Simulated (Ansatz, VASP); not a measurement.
# Pt in VASP and in Ansatz

```xyz
1
Lattice="-1.5842 1.5842 1.5842 1.5842 -1.5842 1.5842 1.5842 1.5842 -1.5842" Properties=species:S:1:pos:R:3 pbc="T T T"
Pt    0.0000    0.0000    0.0000
```

Alike in both runs: task single point; functional PBE; k mesh 12 × 12 × 12; occupations gaussian, width 0.026 eV; no spin polarisation.

|  | VASP | Ansatz |
| --- | --- | --- |
| version | VASP 6.6.1 | Ansatz 0.2.0 |
| potentials or method | VASP PAW PBE potentials, release 64 (Pt) | Ansatz PAW |
| plane-wave cutoff (eV) | 500 | 420 |
| valence electrons in the cell | 10 | 18 |

|  | VASP | Ansatz | Ansatz less VASP |
| --- | --- | --- | --- |
| gap on the k mesh at the Fermi level (eV) | none | none | - |
| pressure (GPa) | -1.9 | -1.4 | +0.44 |

A gap of «none» marks a metal or a gap that the smearing closes. VASP's potentials hold 10 valence electrons a cell and Ansatz's 18, so a difference there can come from the potentials and not from the codes.

Neither program's run includes spin-orbit coupling.
